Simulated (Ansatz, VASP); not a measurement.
# RbAsPd3 in VASP and in Ansatz

```xyz
5
Lattice="4.5591 0.0000 0.0000 0.0000 4.5591 0.0000 0.0000 0.0000 4.5591" Properties=species:S:1:pos:R:3 pbc="T T T"
Rb    0.0000    0.0000    0.0000
As    2.2795    2.2795    2.2795
Pd    0.0000    2.2795    2.2795
Pd    2.2795    0.0000    2.2795
Pd    2.2795    2.2795    0.0000
```

Change from the starting cell: species swapped into the KMgH3 type (Pm-3m, No. 221).

Alike in both runs: task single point; functional PBE; k mesh 4 × 4 × 4; occupations gaussian, width 0.1 eV; no spin polarisation.

|  | VASP | Ansatz |
| --- | --- | --- |
| version | VASP 6.6.1 | Ansatz 0.2.0 |
| potentials or method | VASP PAW PBE potentials, release 64 (Rb_sv, As, Pd), cutoff 520 eV | scalar-relativistic, plane waves, PAW |
| valence electrons in the cell | 44 | 78 |

Ansatz gave:

| Quantity | Value |
| --- | --- |
| gap on the k mesh at the Fermi level (eV) | none |
| pressure (GPa) | 20.9 |

Q: Estimate VASP's values.

A: gap on the k mesh at the Fermi level (eV): none; pressure (GPa): 21.3.

A gap of «none» marks a metal or a gap that the smearing closes. VASP's potentials hold 44 valence electrons a cell and Ansatz's 78, so a difference there can come from the potentials and not from the codes.
